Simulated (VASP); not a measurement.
The system is PbSe.

```
Pb Se
1.0
     0.00000    3.04011    3.04011
     3.04011    0.00000    3.04011
     3.04011    3.04011    0.00000
Pb Se
1 1
Direct
  0.00000 0.00000 0.00000
  0.50000 0.50000 0.50000
```

Program: VASP 6.6.1. Alike in all runs: task single point; potentials or basis VASP PAW PBE potentials, release 64 (Pb_d, Se); no spin polarisation; cell as given; k mesh 4 × 4 × 4; cutoff (eV) 520; smearing fermi-dirac 0.05 eV.

Task: Order these runs on this cell by their band gap on the k mesh, lowest first.
A. level PBE-based screened hybrid with 25 % exact exchange; share of exact exchange 0.25; screening parameter 0.3 1/Å
B. level PBEsol-based global hybrid with 25 % exact exchange; share of exact exchange 0.25
C. level r2SCANh; share of exact exchange 0.1

Result: A (0.51 eV), C (0.89 eV), B (1.21 eV).

Caveats: all runs use coarse meshes; spin-orbit coupling is left out, which moves the levels of the heavy elements.

A k mesh can miss the band edges.
